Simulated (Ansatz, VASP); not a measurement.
## Mg2GeN3 in VASP and in Ansatz

```
Mg Ge N
1.0
     2.19636    1.26807    6.11607
    -2.19636    1.26807    6.11607
     0.00000   -2.53614    6.11607
Mg Ge N
2 1 3
Direct
  0.10899 0.10899 0.10899
  0.89101 0.89101 0.89101
  0.00000 0.00000 0.00000
  0.35438 0.35438 0.35438
  0.64562 0.64562 0.64562
  0.50000 0.50000 0.50000
```

Alike in both runs: task relaxation of cell and atoms; functional PBE; k mesh 4 × 4 × 4; occupations gaussian, width 0.2 eV; no spin polarisation.

```csv
,VASP,Ansatz
version,VASP 6.6.1,Ansatz 0.2.0
potentials or method,"VASP PAW PBE potentials, release 64 (Mg, Ge_d, N), cutoff 600 eV","scalar-relativistic, plane waves, PAW"
valence electrons in the cell,33,49
```

VASP gave:

```
gap on the k mesh at the Fermi level, each at its own relaxed structure (eV) : none
relaxed volume (Å³/atom)                                                     : 10.43
relaxed cell length with the largest relative difference (Å)                 : 8.100
```

Question: Which values does Ansatz return?

Answer: gap on the k mesh at the Fermi level, each at its own relaxed structure (eV): none; relaxed volume (Å³/atom): 10.49; relaxed cell length with the largest relative difference (Å): 8.174.

A gap of «none» marks a metal or a gap that the smearing closes. VASP's potentials hold 33 valence electrons a cell and Ansatz's 49, so a difference there can come from the potentials and not from the codes.

The k mesh is coarse, so the values compare programs but aren't converged. Noted on VASP's run: the volume moved by over 15 % at a fixed basis, so the end points are rough.
